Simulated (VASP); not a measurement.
Input of a VASP 6.6.1 run:

The input INCAR:

```
SYSTEM = TiTe2
ALGO = Normal ; EDIFF = 1E-6
ENCUT = 520 ; GGA = PE
ISIF = 2 ; ISMEAR = 0
IVDW = 12 ; LASPH = .TRUE.
LCHARG = .TRUE. ; LELF = .TRUE.
LREAL = .FALSE. ; LVHAR = .TRUE.
LWAVE = .FALSE. ; NBANDS = 19
NELM = 60 ; PREC = Accurate
SIGMA = 0.05
```

Contents of KPOINTS:

```
k-points
0
G
  8 8 4
  0 0 0
```

The input POSCAR:

```
TiTe2
1.0
    3.7033970465      0.0000000000      0.0000000000
   -1.8516985233      3.2072359226      0.0000000000
    0.0000000000      0.0000000000      6.3539262131
Ti Te
1 2
Direct
    0.0000000000      0.0000000000      0.0000000000
    0.3333333333      0.6666666667      0.2716393570
    0.6666666667      0.3333333333      0.7283606430
```

Potentials or basis: VASP PAW PBE potentials, release 64 (Ti_sv, Te).

Command:

```sh
$ cat potpaw_PBE.64/Ti_sv/POTCAR potpaw_PBE.64/Te/POTCAR > POTCAR
$ mpirun -np 1 vasp_std > vasp.out
```

**Question.** Predict the dispersion energy per atom.

**Answer.** -0.523 eV.

**Question.** What does it give for the band gap on the k mesh?

**Answer.** Zero (band 12 reaches 8.04 eV, above the bottom of band 13 at 7.22 eV).

**Question.** What does it give for the largest force?

**Answer.** 0.008 eV/Å.

**Question.** What does it give for the pressure?

**Answer.** 0.0 GPa.

Forces on the atoms (eV/Å):
```
Ti   0.000  0.000  0.000
Te   0.000  0.000  0.008
Te   0.000  0.000 -0.008
```

Caveat: spin-orbit coupling is left out, which moves the levels of the heavy elements.
